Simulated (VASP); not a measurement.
# HfSi (Pnma) in VASP: single point with r2SCAN

Aim: the single point of HfSi with r2SCAN.

Everything below comes from runs of VASP 6.6.1. Logs are shortened: lines on timing, memory, paths and dates and some standing lists are left out, and cuts for length are marked.

## (1) The cell of the first run

It takes space group Pnma (No. 62, orthorhombic). Conventional cell: a = 6.862 Å, b = 3.775 Å, c = 5.225 Å, α = 90.00°, β = 90.00°, γ = 90.00°. Hf (site symmetry m) has 7 Si at 2.70 to 2.88 Å and 10 Hf at 3.33 to 3.78 Å within 3.8 Å. Si (site symmetry m) has 2 Si at 2.45 Å and 7 Hf at 2.70 to 2.88 Å within 3.2 Å.

## (2) Single point, r2SCAN

POSCAR reads:

```
HfSi
1.0
    6.8624776424      0.0000000000      0.0000000000
    0.0000000000      3.7752792315      0.0000000000
    0.0000000000      0.0000000000      5.2254207675
Hf Si
4 4
Direct
    0.1756285463      0.2500000000      0.1261585181
    0.3243714537      0.7500000000      0.6261585181
    0.6756285463      0.2500000000      0.3738414819
    0.8243714537      0.7500000000      0.8738414819
    0.0428792454      0.2500000000      0.6391290734
    0.4571207546      0.7500000000      0.1391290734
    0.5428792454      0.2500000000      0.8608709266
    0.9571207546      0.7500000000      0.3608709266
```

INCAR.step1 reads:

```
SYSTEM = HfSi
PREC = Accurate ; ENCUT = 520
ISMEAR = 0 ; SIGMA = 0.1
LREAL = .False. ; LASPH = .True.
NELM = 60 ; NBANDS = 38
GGA = PE ; ALGO = Normal
EDIFF = 1E-4 ; LWAVE = .True.
LCHARG = .False.
```

INCAR.step2 reads:

```
SYSTEM = HfSi
PREC = Accurate ; ENCUT = 520
EDIFF = 1E-7 ; ISMEAR = 0
SIGMA = 0.1 ; LREAL = .False.
LASPH = .True. ; NELM = 60
ALGO = Normal ; ISIF = 2
LWAVE = .False. ; LCHARG = .False.
METAGGA = R2SCAN ; LMIXTAU = .True.
NBANDS = 38 ; ISTART = 1
```

KPOINTS reads:

```
regular mesh
0
Gamma
  6 10 8
  0 0 0
```

Potentials or basis: VASP PAW PBE potentials, release 64 (Hf_pv, Si).

Command:

```
> cat potpaw_PBE.64/Hf_pv/POTCAR potpaw_PBE.64/Si/POTCAR > POTCAR
> cp INCAR.step1 INCAR
> mpirun -np 1 vasp_std > vasp.out
> cp INCAR.step2 INCAR
> mpirun -np 1 vasp_std > vasp.out
```

OUTCAR:

```text
SYSTEM = HfSi
   PREC = Accurate
   ENCUT = 520
   EDIFF = 1E-7
   ISMEAR = 0
   LREAL = .False.
   LASPH = .True.
   NELM = 60
   ISIF = 2
   METAGGA = R2SCAN
   ISTART = 1

 ion  position               nearest neighbor table
   1  0.176  0.250  0.126-   6 2.70   6 2.70   5 2.70   8 2.70   8 2.70   5 2.83   7 2.88   4 3.33
                             4 3.33   2 3.38   2 3.38   2 3.38   2 3.38   3 3.67   3 3.67
   2  0.324  0.750  0.626-   5 2.70   5 2.70   6 2.70   7 2.70   7 2.70   6 2.83   8 2.88   3 3.33
                             3 3.33   1 3.38   1 3.38   1 3.38   1 3.38   4 3.67   4 3.67
   3  0.676  0.250  0.374-   8 2.70   8 2.70   7 2.70   6 2.70   6 2.70   7 2.83   5 2.88   2 3.33
                             2 3.33   4 3.38   4 3.38   4 3.38   4 3.38   1 3.67   1 3.67
   4  0.824  0.750  0.874-   7 2.70   7 2.70   8 2.70   5 2.70   5 2.70   8 2.83   6 2.88   1 3.33
                             1 3.33   3 3.38   3 3.38   3 3.38   3 3.38   2 3.67   2 3.67
   5  0.043  0.250  0.639-   8 2.45   8 2.45   2 2.70   2 2.70   1 2.70   4 2.70   4 2.70   1 2.83
                             3 2.88
   6  0.457  0.750  0.139-   7 2.45   7 2.45   1 2.70   1 2.70   2 2.70   3 2.70   3 2.70   2 2.83
                             4 2.88
   7  0.543  0.250  0.861-   6 2.45   6 2.45   4 2.70   4 2.70   3 2.70   2 2.70   2 2.70   3 2.83
                             1 2.88
   8  0.957  0.750  0.361-   5 2.45   5 2.45   3 2.70   3 2.70   4 2.70   1 2.70   1 2.70   4 2.83
                             2 2.88

  LATTYP: Found a simple orthorhombic cell.
 ALAT       =     3.7752792315
 B/A-ratio  =     1.3841150408
 C/A-ratio  =     1.8177404164

  Lattice vectors:

 A1 = (   0.0000000000,   3.7752792315,   0.0000000000)
 A2 = (   0.0000000000,   0.0000000000,   5.2254207675)
 A3 = (   6.8624776424,   0.0000000000,   0.0000000000)

Analysis of symmetry for initial positions (statically):
=====================================================================
 Subroutine PRICEL returns:
 Original cell was already a primitive cell.

 Routine SETGRP: Setting up the symmetry group for a
 simple orthorhombic supercell.

 Subroutine GETGRP returns: Found  8 space group operations
 (whereof  2 operations were pure point group operations)
 out of a pool of  8 trial point group operations.

The static configuration has the point symmetry S_2 .
 The point group associated with its full space group is D_2h.

Analysis of symmetry for dynamics (positions and initial velocities):
=====================================================================
 Subroutine PRICEL returns:
 Original cell was already a primitive cell.

 Routine SETGRP: Setting up the symmetry group for a
 simple orthorhombic supercell.

 Subroutine GETGRP returns: Found  8 space group operations
 (whereof  2 operations were pure point group operations)
 out of a pool of  8 trial point group operations.

The dynamic configuration has the point symmetry S_2 .
 The point group associated with its full space group is D_2h.

 Subroutine INISYM returns: Found  8 space group operations
 (whereof  2 operations are pure point group operations),
 and found     1 'primitive' translations

----------------------------------------------------------------------------------------

                                     Primitive cell

  volume of cell :     135.3790

  direct lattice vectors                    reciprocal lattice vectors
     6.862477642  0.000000000  0.000000000     0.145719965  0.000000000  0.000000000
     0.000000000  3.775279231  0.000000000     0.000000000  0.264881069  0.000000000
     0.000000000  0.000000000  5.225420768     0.000000000  0.000000000  0.191372149

  length of vectors
     6.862477642  3.775279231  5.225420768     0.145719965  0.264881069  0.191372149

  position of ions in fractional coordinates (direct lattice)
     0.175628546  0.250000000  0.126158518
     0.324371454  0.750000000  0.626158518
     0.675628546  0.250000000  0.373841482
     0.824371454  0.750000000  0.873841482
     0.042879245  0.250000000  0.639129073
     0.457120755  0.750000000  0.139129073
     0.542879245  0.250000000  0.860870927
     0.957120755  0.750000000  0.360870927

  ion indices of the primitive-cell ions
   primitive index   ion index
                 1           1
                 2           2
                 3           3
                 4           4
                 5           5
                 6           6
                 7           7
                 8           8

----------------------------------------------------------------------------------------

 KPOINTS: regular mesh

Automatic generation of k-mesh.
 Grid dimensions read from file:
 generate k-points for:    6   10    8

 Generating k-lattice:

  Cartesian coordinates                     Fractional coordinates (reciprocal lattice)
     0.024286661  0.000000000  0.000000000     0.166666667  0.000000000  0.000000000
     0.000000000  0.026488107  0.000000000     0.000000000  0.100000000  0.000000000
     0.000000000  0.000000000  0.023921519     0.000000000  0.000000000  0.125000000

  Length of vectors
     0.024286661  0.026488107  0.023921519

  Shift w.r.t. Gamma in fractional coordinates (k-lattice)
     0.000000000  0.000000000  0.000000000

 Subroutine IBZKPT returns following result:
 ===========================================

 Found    120 irreducible k-points:

 Following reciprocal coordinates:
            Coordinates               Weight
  0.000000  0.000000  0.000000      1.000000
  0.166667  0.000000  0.000000      2.000000
  0.333333  0.000000  0.000000      2.000000
  0.500000  0.000000  0.000000      1.000000
  0.000000  0.100000  0.000000      2.000000
  0.166667  0.100000  0.000000      4.000000
[... 16 lines left out ...]
  0.333333  0.500000  0.000000      2.000000
  0.500000  0.500000  0.000000      1.000000
 [... further k-points ...]
   k-points           NKPTS =    120   k-points in BZ     NKDIM =    120   number of bands    NBANDS=     38
   number of dos      NEDOS =    301   number of ions     NIONS =      8
   total plane-waves  NPLWV =  60480
   dimension x,y,z NGX =    54 NGY =   28 NGZ =   40
   dimension x,y,z NGXF=   108 NGYF=   56 NGZF=   80
   ions per type =               4   4
   NGX,Y,Z   is equivalent  to a cutoff of  13.08, 12.33, 12.73 a.u.
   NGXF,Y,Z  is equivalent  to a cutoff of  26.16, 24.66, 25.45 a.u.
 SYSTEM =  HfSi
   PREC   = accura    normal or accurate (medium, high low for compatibility)
   ISTART =      1    job   : 0-new  1-cont  2-samecut
   ICHARG =      0    charge: 1-file 2-atom 10-const
   ISPIN  =      1    spin polarized calculation?
   LNONCOLLINEAR =      F non collinear calculations
   LSORBIT =      F    spin-orbit coupling
   LASPH  =      T    aspherical Exc in radial PAW
   ENCUT  =  520.0 eV  38.22 Ry    6.18 a.u.  12.76  7.02  9.72*2*pi/ulx,y,z
   NELM   =     60;   NELMIN=  2; NELMDL=  0     # of ELM steps
   EDIFF  = 0.1E-06   stopping-criterion for ELM
   LREAL  =      F    real-space projection
   EDIFFG = 0.1E-05   stopping-criterion for IOM
   NSW    =      0    number of steps for IOM
   IBRION =     -1    ionic relax: 0-MD 1-quasi-New 2-CG
   NFREE  =      0    steps in history (QN), initial steepest desc. (CG)
   ISIF   =      2    stress and relaxation
   ISYM   =      2    0-nonsym 1-usesym 2-fastsym
   POTIM  = 0.5000    time-step for ionic-motion
   TEBEG  =    0.0;   TEEND  =   0.0 temperature during run
   PSTRESS=    0.0 pullay stress
   NELECT =      56.0000    total number of electrons
   NUPDOWN=      -1.0000    fix difference up-down
   EMIN   =  10.00;   EMAX   =-10.00  energy-range for DOS
   EFERMI =   0.00;   METHOD = LEGACY
   ISMEAR =     0;   SIGMA  =   0.10  broadening in eV -4-tet -1-fermi 0-gaus
   EFERMI_NEDOS =   21; number of points for ismear=-14 and -15
   IALGO  =     38    algorithm
   IMIX   =      4    mixing-type and parameters
     AMIX     =   0.40;   BMIX     =  1.00
     AMIX_MAG =   1.60;   BMIX_MAG =  1.00
  volume/ion in A,a.u.               =      16.92       114.20
  Fermi-wavevector in a.u.,A,eV,Ry     =   1.219796  2.305080 20.244128  1.487901
  Thomas-Fermi vector in A             =   2.355035
   LORBIT       =      0    0 simple, 1 ext, 2 COOP (PROOUT), +10 PAW based schemes
   METAGGA = R2SCAN    functional components
   LHFCALC =     F    Hartree Fock is set to
   AEXX    =    0.0000 exact exchange contribution
   IVDW    =     0    specifies the selected vdW correction
   LEPSILON=     F    determine dielectric tensor
   LRPA    =     F    only Hartree local field effects (RPA)
 non-spin polarized calculation
 Gauss-broadening in eV      SIGMA  =   0.10
  energy-cutoff  :      520.00
  volume of cell :      135.38
 maximum number of plane-waves:      3678
 NGX is ok and might be reduce to    54
   NGX = 25   NGY = 15   NGZ = 19

 number of electron      56.0000005 magnetization

 Free energy of the ion-electron system (eV)
  ---------------------------------------------------
  ext. energy  EPLUGINS =         0.00000000
  ---------------------------------------------------
  free energy    TOTEN  =      -222.54740980 eV

  energy without entropy =     -222.53942307  energy(sigma->0) =     -222.54341643

 E-fermi :   7.5773     XC(G=0): -12.4177

 val. band max:        7.5498729902   @ k =   0.0000   0.1000   0.3750
 cond. band min:       7.5773314594   @ k =   0.0000   0.4000   0.3750
 fundamental gap:      0.0274584692
 Fermi energy:         7.5773104940

 k-point     1 :       0.0000    0.0000    0.0000
  band No.  band energies     occupation
      1     -24.3404      2.00000
      2     -24.3400      2.00000
      3     -24.3007      2.00000
      4     -24.2272      2.00000
      5     -24.2162      2.00000
      6     -24.1962      2.00000
[... 30 lines left out ...]
     37      11.0359      0.00000
     38      11.4349      0.00000
[... 941 lines left out ...]
     37      11.6697      0.00000
     38      11.6697      0.00000

 [... further k-points ...]

------------------------ aborting loop because EDIFF is reached ----------------------------------------

  FORCE on cell =-STRESS in cart. coord.  units (eV):
  Direction    XX          YY          ZZ          XY          YZ          ZX
  --------------------------------------------------------------------------------------
  -------------------------------------------------------------------------------------
  Total       -0.2586656     -0.2647492     -0.3464865      0.0000000     -0.0000000      0.0000000
  in kB       -3.0612439     -3.1332425     -4.1005828      0.0000000     -0.0000000      0.0000000
  external PRESSURE =      -3.4316897 kB  Pullay stress =       0.0000000 kB

 VOLUME and BASIS-vectors are now :
 -----------------------------------------------------------------------------
  energy-cutoff  :      520.00
  volume of cell :      135.38
      direct lattice vectors                 reciprocal lattice vectors
     6.862477642  0.000000000  0.000000000     0.145719965  0.000000000  0.000000000
     0.000000000  3.775279231  0.000000000     0.000000000  0.264881069  0.000000000
     0.000000000  0.000000000  5.225420768     0.000000000  0.000000000  0.191372149

 POSITION                                       TOTAL-FORCE (eV/Angst)
 -----------------------------------------------------------------------------------
      1.20525      0.94382      0.65923        -0.002054      0.000000     -0.006346
      2.22599      2.83146      3.27194         0.002054     -0.000000     -0.006346
      4.63649      0.94382      1.95348        -0.002054      0.000000      0.006346
      5.65723      2.83146      4.56619         0.002054     -0.000000      0.006346
      0.29426      0.94382      3.33972        -0.003563     -0.000000     -0.003071
      3.13698      2.83146      0.72701         0.003563      0.000000     -0.003071
      3.72550      0.94382      4.49841        -0.003563      0.000000      0.003071
      6.56822      2.83146      1.88570         0.003563     -0.000000      0.003071
 -----------------------------------------------------------------------------------
    total drift:                                0.000000     -0.000000     -0.000000

  FREE ENERGIE OF THE ION-ELECTRON SYSTEM (eV)
  ---------------------------------------------------
  free  energy   TOTEN  =      -222.5474098023 eV

  energy  without entropy=     -222.5394230655  energy(sigma->0) =     -222.54341643
```

Run time: 56 min. Hardware: 1 thread of Oxide Virtual Turin-like, shared host; peak memory 0.54 GiB.

Results:

| Item | Value |
| --- | --- |
| Free energy | -222.5474 eV |
| Pressure | -0.3 GPa |
| Largest force | 0.007 eV/Å |
| Band gap on the k mesh | zero (bands 28 and 29 overlap by 0.43 eV) |

Forces in eV/Å, atoms in the order of the input:
```
Hf  -0.002  0.000 -0.006
Hf   0.002  0.000 -0.006
Hf  -0.002  0.000  0.006
Hf   0.002  0.000  0.006
Si  -0.004  0.000 -0.003
Si   0.004  0.000 -0.003
Si  -0.004  0.000  0.003
Si   0.004  0.000  0.003
```

Stress tensor (GPa, compression positive):
```
-0.31  0.00  0.00
 0.00 -0.31  0.00
 0.00  0.00 -0.41
```

Levels at points of the mesh, in eV from the Fermi level:
```tsv
k point	band 25	band 26	band 27	band 28	band 29	band 30	band 31	band 32
(0.00, 0.00, 0.00)	-0.85	-0.60	-0.31	-0.24	0.35	0.71	0.98	1.33
(0.50, 0.00, 0.00)	-0.97	-0.97	-0.62	-0.62	0.05	0.05	1.11	1.11
(0.00, 0.50, 0.00)	-2.24	-2.24	-1.94	-1.94	2.22	2.22	2.63	2.63
(0.50, 0.50, 0.00)	-2.20	-2.20	-2.20	-2.20	3.10	3.10	3.10	3.10
(0.00, 0.00, 0.50)	-1.31	-1.31	-0.31	-0.31	0.91	0.91	0.97	0.97
(0.50, 0.00, 0.50)	-1.32	-1.32	-0.83	-0.83	0.57	0.57	1.33	1.33
(0.00, 0.50, 0.50)	-0.88	-0.88	-0.57	-0.57	-0.04	-0.04	0.90	0.90
(0.50, 0.50, 0.50)	-1.81	-1.81	-1.81	-1.81	2.03	2.03	2.03	2.03
```

Caveat: the PAW data sets were made with another functional, which shifts forces and pressure a little; spin-orbit coupling is left out, which moves the levels of the heavy elements.

The gap in the log of VASP goes by the Fermi energy; the results here count the filled bands.